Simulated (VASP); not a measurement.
# MgO (R-3m) in VASP: single point with HSE06

Aim: the single point of MgO with HSE06.

Everything below comes from runs of VASP 6.6.1. Logs are shortened: lines on timing, memory, paths and dates and some standing lists are left out, and cuts for length are marked.

### Step 1. The cell of the first run

Symmetry: R-3m, No. 166, trigonal system. Conventional cell: a = 2.913 Å, b = 2.913 Å, c = 7.331 Å, α = 90.00°, β = 90.00°, γ = 120.00°. Within 2.8 Å of Mg (site symmetry -3m) lie 6 O at 2.08 Å. O (site symmetry -3m) has 6 Mg at 2.08 Å within 2.8 Å.

### Step 2. Single point, HSE06 (epitaxial 111 strain -2.0%)

POSCAR reads:

```
MgO
1.0
    0.0374105964      2.0975346636      2.0975346636
    2.0975346636      0.0374105964      2.0975346636
    2.0975346636      2.0975346636      0.0374105964
Mg O
1 1
Direct
    0.0000000000      0.0000000000      0.0000000000
    0.5000000000      0.5000000000      0.5000000000
```

INCAR.step1 reads:

```
SYSTEM = MgO
PREC     = Accurate       ! precision mode
ENCUT    = 520            ! plane-wave cutoff, eV
EDIFF    = 1E-5           ! SCF threshold, eV
ISMEAR   = 0              ! smearing method
SIGMA    = 0.01           ! smearing width, eV
LREAL    = .FALSE.        ! projectors in reciprocal space
LASPH    = .TRUE.         ! aspherical terms in the spheres
NELM     = 80             ! most SCF steps
ALGO     = Normal         ! electronic algorithm
ISIF     = 2              ! what is computed and relaxed
LWAVE    = .TRUE.         ! write WAVECAR
LCHARG   = .FALSE.        ! write CHGCAR
NBANDS   = 11             ! bands
GGA      = PE             ! functional
```

INCAR.step2 reads:

```
SYSTEM = MgO
PREC     = Accurate       ! precision mode
ENCUT    = 520            ! plane-wave cutoff, eV
EDIFF    = 1E-6           ! SCF threshold, eV
ISMEAR   = 0              ! smearing method
SIGMA    = 0.01           ! smearing width, eV
LREAL    = .FALSE.        ! projectors in reciprocal space
LASPH    = .TRUE.         ! aspherical terms in the spheres
NELM     = 80             ! most SCF steps
ALGO     = Normal         ! electronic algorithm
ISIF     = 2              ! what is computed and relaxed
LWAVE    = .FALSE.        ! write WAVECAR
LCHARG   = .FALSE.        ! write CHGCAR
GGA      = PE             ! functional
LHFCALC  = .TRUE.         ! exact exchange
HFSCREEN = 0.2079         ! screening, 1/A
PRECFOCK = Normal       
NBANDS   = 11             ! bands
ISTART   = 1
```

KPOINTS reads:

```
regular mesh
0
G
  8 8 8
  0 0 0
```

Potentials or basis: VASP PAW PBE potentials, release 64 (Mg, O).

Run with:

```sh
> cat potpaw_PBE.64/Mg/POTCAR potpaw_PBE.64/O/POTCAR > POTCAR
> cp INCAR.step1 INCAR
> mpirun -np 1 vasp_std > vasp.out
> cp INCAR.step2 INCAR
> mpirun -np 1 vasp_std > vasp.out
```

OUTCAR:

```text
SYSTEM = MgO
   PREC = Accurate
   ENCUT = 520
   EDIFF = 1E-6
   ISMEAR = 0
   LREAL = .FALSE.
   LASPH = .TRUE.
   NELM = 80
   ISIF = 2
   GGA = PE
   LHFCALC = .TRUE.
   HFSCREEN = 0.2079
   PRECFOCK = Normal
   ISTART = 1

 ion  position               nearest neighbor table
   1  0.000  0.000  0.000-   2 2.08   2 2.08   2 2.08   2 2.08   2 2.08   2 2.08
   2  0.500  0.500  0.500-   1 2.08   1 2.08   1 2.08   1 2.08   1 2.08   1 2.08

  LATTYP: Found a trigonal (rhomboedric) cell.
 ALAT       =     2.9665978633
 COS(alpha) =     0.5177531580

  Lattice vectors:

 A1 = (   0.0374105964,   2.0975346636,   2.0975346636)
 A2 = (   2.0975346636,   0.0374105964,   2.0975346636)
 A3 = (   2.0975346636,   2.0975346636,   0.0374105964)

Analysis of symmetry for initial positions (statically):
=====================================================================
 Subroutine PRICEL returns:
 Original cell was already a primitive cell.

 Routine SETGRP: Setting up the symmetry group for a
 trigonal (rhombohedral) supercell.

 Subroutine GETGRP returns: Found 12 space group operations
 (whereof 12 operations were pure point group operations)
 out of a pool of 12 trial point group operations.

The static configuration has the point symmetry D_3d.

Analysis of symmetry for dynamics (positions and initial velocities):
=====================================================================
 Subroutine PRICEL returns:
 Original cell was already a primitive cell.

 Routine SETGRP: Setting up the symmetry group for a
 trigonal (rhombohedral) supercell.

 Subroutine GETGRP returns: Found 12 space group operations
 (whereof 12 operations were pure point group operations)
 out of a pool of 12 trial point group operations.

The dynamic configuration has the point symmetry D_3d.

 Subroutine INISYM returns: Found 12 space group operations
 (whereof 12 operations are pure point group operations),
 and found     1 'primitive' translations

----------------------------------------------------------------------------------------

                                     Primitive cell

  volume of cell :      17.9631

  direct lattice vectors                    reciprocal lattice vectors
     0.037410596  2.097534664  2.097534664    -0.244849072  0.240558587  0.240558587
     2.097534664  0.037410596  2.097534664     0.240558587 -0.244849072  0.240558587
     2.097534664  2.097534664  0.037410596     0.240558587  0.240558587 -0.244849072

  length of vectors
     2.966597863  2.966597863  2.966597863     0.419151447  0.419151447  0.419151447

  position of ions in fractional coordinates (direct lattice)
     0.000000000  0.000000000  0.000000000
     0.500000000  0.500000000  0.500000000

  ion indices of the primitive-cell ions
   primitive index   ion index
                 1           1
                 2           2

----------------------------------------------------------------------------------------

 KPOINTS: regular mesh

Automatic generation of k-mesh.
 Grid dimensions read from file:
 generate k-points for:    8    8    8

 Generating k-lattice:

  Cartesian coordinates                     Fractional coordinates (reciprocal lattice)
    -0.030606134  0.030069823  0.030069823     0.125000000  0.000000000 -0.000000000
     0.030069823 -0.030606134  0.030069823     0.000000000  0.125000000 -0.000000000
     0.030069823  0.030069823 -0.030606134     0.000000000  0.000000000  0.125000000

  Length of vectors
     0.052393931  0.052393931  0.052393931

  Shift w.r.t. Gamma in fractional coordinates (k-lattice)
     0.000000000  0.000000000  0.000000000

 Subroutine IBZKPT returns following result:
 ===========================================

 Found     65 irreducible k-points:

 Following reciprocal coordinates:
            Coordinates               Weight
  0.000000  0.000000  0.000000      1.000000
  0.125000  0.000000 -0.000000      6.000000
  0.250000  0.000000 -0.000000      6.000000
  0.375000  0.000000  0.000000      6.000000
  0.500000  0.000000 -0.000000      3.000000
  0.125000  0.125000  0.000000      6.000000
[... 16 lines left out ...]
  0.250000  0.125000  0.125000      6.000000
  0.375000  0.125000  0.125000      6.000000
 [... further k-points ...]
   k-points           NKPTS =     65   k-points in BZ     NKDIM =    512   number of bands    NBANDS=     11
   number of dos      NEDOS =    301   number of ions     NIONS =      2
   total plane-waves  NPLWV =  13824
   dimension x,y,z NGX =    24 NGY =   24 NGZ =   24
   dimension x,y,z NGXF=    48 NGYF=   48 NGZF=   48
   ions per type =               1   1
   NGX,Y,Z   is equivalent  to a cutoff of  13.45, 13.45, 13.45 a.u.
   NGXF,Y,Z  is equivalent  to a cutoff of  26.90, 26.90, 26.90 a.u.
 SYSTEM =  MgO
   PREC   = accura    normal or accurate (medium, high low for compatibility)
   ISTART =      1    job   : 0-new  1-cont  2-samecut
   ICHARG =      0    charge: 1-file 2-atom 10-const
   ISPIN  =      1    spin polarized calculation?
   LNONCOLLINEAR =      F non collinear calculations
   LSORBIT =      F    spin-orbit coupling
   LASPH  =      T    aspherical Exc in radial PAW
   ENCUT  =  520.0 eV  38.22 Ry    6.18 a.u.   5.52  5.52  5.52*2*pi/ulx,y,z
   NELM   =     80;   NELMIN=  2; NELMDL=  0     # of ELM steps
   EDIFF  = 0.1E-05   stopping-criterion for ELM
   LREAL  =      F    real-space projection
   EDIFFG = 0.1E-04   stopping-criterion for IOM
   NSW    =      0    number of steps for IOM
   IBRION =     -1    ionic relax: 0-MD 1-quasi-New 2-CG
   NFREE  =      0    steps in history (QN), initial steepest desc. (CG)
   ISIF   =      2    stress and relaxation
   ISYM   =      3    0-nonsym 1-usesym 2-fastsym
   POTIM  = 0.5000    time-step for ionic-motion
   TEBEG  =    0.0;   TEEND  =   0.0 temperature during run
   PSTRESS=    0.0 pullay stress
   NELECT =       8.0000    total number of electrons
   NUPDOWN=      -1.0000    fix difference up-down
   EMIN   =  10.00;   EMAX   =-10.00  energy-range for DOS
   EFERMI =   0.00;   METHOD = LEGACY
   ISMEAR =     0;   SIGMA  =   0.01  broadening in eV -4-tet -1-fermi 0-gaus
   EFERMI_NEDOS =   21; number of points for ismear=-14 and -15
   IALGO  =     38    algorithm
   IMIX   =      1    mixing-type and parameters
     AMIX     =   0.40;   BMIX     =  1.00
     AMIX_MAG =   1.60;   BMIX_MAG =  1.00
  volume/ion in A,a.u.               =       8.98        60.61
  Fermi-wavevector in a.u.,A,eV,Ry     =   1.250195  2.362525 21.265722  1.562986
  Thomas-Fermi vector in A             =   2.384200
   LORBIT       =      0    0 simple, 1 ext, 2 COOP (PROOUT), +10 PAW based schemes
   GGA     = PE    functional components
   LHFCALC =     T    Hartree Fock is set to
   PRECFOCK=normal    Normal, Fast or Accurate (Low or Medium for compatibility)
   ENCUT4O =  -1.0   cutoff for four orbital integrals eV
   NKREDX  =     1    reduce k-point grid by
   NKREDY  =     1    reduce k-point grid by
   NKREDZ  =     1    reduce k-point grid by
   AEXX    =    0.2500 exact exchange contribution
   HFSCREEN=    0.2079 screening length (either q_TF or 0.3 A-1)
   HFSCREENC=   0.2079 screening length for correlation (either q_TF or 0.3 A-1)
   ENCUTFOCK=  -1.0 apply spherical cutoff to Coloumb kernel
   IVDW    =     0    specifies the selected vdW correction
   LEPSILON=     F    determine dielectric tensor
   LRPA    =     F    only Hartree local field effects (RPA)
 non-spin polarized calculation
 Gauss-broadening in eV      SIGMA  =   0.01
  energy-cutoff  :      520.00
  volume of cell :       17.96
 maximum number of plane-waves:       507
 NGX is ok and might be reduce to    24
  NGX = 18; NGY = 18; NGZ = 18

 number of electron       7.9999999 magnetization

 Free energy of the ion-electron system (eV)
  ---------------------------------------------------
  ext. energy  EPLUGINS =         0.00000000
  ---------------------------------------------------
  free energy    TOTEN  =       -14.19168488 eV

  energy without entropy =      -14.19168488  energy(sigma->0) =      -14.19168488

 E-fermi :   2.3811     XC(G=0):  -9.2441

 val. band max:        2.3007341037   @ k =   0.0000   0.0000   0.0000
 cond. band min:       9.0795610385   @ k =   0.0000   0.0000   0.0000
 fundamental gap:      6.7788269348
 Fermi energy:         2.3811447209

 k-point     1 :       0.0000    0.0000    0.0000
  band No.  band energies     occupation
      1     -16.8052      2.00000
      2       2.0881      2.00000
      3       2.3007      2.00000
      4       2.3007      2.00000
      5       9.0796      0.00000
      6      19.7022      0.00000
      7      20.5009      0.00000
      8      20.5009      0.00000
      9      24.2479      0.00000
     10      26.2507      0.00000
     11      26.2507      0.00000

 k-point     2 :       0.1250    0.0000   -0.0000
  band No.  band energies     occupation
      1     -16.6184      2.00000
      2       1.2759      2.00000
      3       1.9953      2.00000
      4       2.1746      2.00000
      5      10.0065      0.00000
      6      18.5931      0.00000
      7      20.2275      0.00000
      8      20.8865      0.00000
      9      25.1915      0.00000
     10      25.4263      0.00000
     11      26.6780      0.00000

 k-point     3 :       0.2500    0.0000   -0.0000
  band No.  band energies     occupation
      1     -16.1315      2.00000
      2      -0.6168      2.00000
      3       1.7174      2.00000
      4       1.8842      2.00000
      5      11.4854      0.00000
      6      17.1263      0.00000
      7      20.9012      0.00000
      8      21.3910      0.00000
      9      24.6550      0.00000
     10      25.2271      0.00000
     11      27.0683      0.00000
[... 267 lines left out ...]
 k-point    23 :       0.2500    0.1250    0.1250
  band No.  band energies     occupation
      1     -16.3520      2.00000
      2       0.1924      2.00000
      3       1.6246      2.00000
      4       2.0830      2.00000
      5      11.1650      0.00000
      6      17.1830      0.00000
      7      20.8590      0.00000
      8      21.5798      0.00000
      9      23.8758      0.00000
     10      25.5714      0.00000
     11      28.6719      0.00000

 k-point    24 :       0.3750    0.1250    0.1250
  band No.  band energies     occupation
      1     -15.8465      2.00000
      2      -1.2005      2.00000
      3       1.0085      2.00000
      4       1.7987      2.00000
      5      12.4853      0.00000
      6      16.6612      0.00000
      7      20.2320      0.00000
      8      21.9692      0.00000
      9      24.2132      0.00000
     10      25.9730      0.00000
     11      28.6806      0.00000

 [... further k-points ...]
[... 5 lines left out ...]
  --------------------------------------------------------------------------------------
  -------------------------------------------------------------------------------------
  Total        0.6072106      0.6072106      0.6072106     -0.3373266     -0.3373266     -0.3373266
  in kB       54.1587065     54.1587065     54.1587065    -30.0870418    -30.0870418    -30.0870418
  external PRESSURE =      54.1587065 kB  Pullay stress =       0.0000000 kB

 VOLUME and BASIS-vectors are now :
 -----------------------------------------------------------------------------
  energy-cutoff  :      520.00
  volume of cell :       17.96
      direct lattice vectors                 reciprocal lattice vectors
     0.037410596  2.097534664  2.097534664    -0.244849072  0.240558587  0.240558587
     2.097534664  0.037410596  2.097534664     0.240558587 -0.244849072  0.240558587
     2.097534664  2.097534664  0.037410596     0.240558587  0.240558587 -0.244849072

 POSITION                                       TOTAL-FORCE (eV/Angst)
 -----------------------------------------------------------------------------------
      0.00000      0.00000      0.00000        -0.000000     -0.000000      0.000000
      2.11624      2.11624      2.11624         0.000000      0.000000     -0.000000
 -----------------------------------------------------------------------------------
    total drift:                                0.000162      0.000117      0.000138

  FREE ENERGIE OF THE ION-ELECTRON SYSTEM (eV)
  ---------------------------------------------------
  free  energy   TOTEN  =       -14.1916848825 eV

  energy  without entropy=      -14.1916848825  energy(sigma->0) =      -14.19168488
```

Run time: 41 min. Hardware: 1 thread of Intel Xeon Platinum 8559C (Emerald Rapids), shared host; peak memory 0.27 GiB.

What came out:

```yaml
Free_energy: -14.1917 eV
Pressure: 5.4 GPa
Band_gap_on_the_k_mesh: 6.78 eV, direct
```

Stress tensor (GPa, compression positive):
```
 5.42 -3.01 -3.01
-3.01  5.42 -3.01
-3.01 -3.01  5.42
```

Levels at points of the mesh, in eV from the valence-band top:
```csv
k point,band 1,band 2,band 3,band 4,band 5,band 6,band 7,band 8
"(0.00, 0.00, 0.00)",-19.11,-0.21,0.00,0.00,6.78,17.40,18.20,18.20
"(0.50, 0.00, 0.00)",-17.63,-5.16,-0.94,-0.80,9.80,15.36,18.38,18.74
"(0.50, 0.50, 0.00)",-17.36,-4.63,-1.71,-1.48,10.81,12.27,15.73,21.77
"(0.50, 0.50, 0.50)",-17.73,-5.28,-0.70,-0.70,10.08,14.96,19.09,19.09
```

Caveat: the cell differs from its parent crystal (epitaxial 111 strain -2.0%); the PAW data sets were made with another functional, which shifts forces and pressure a little.
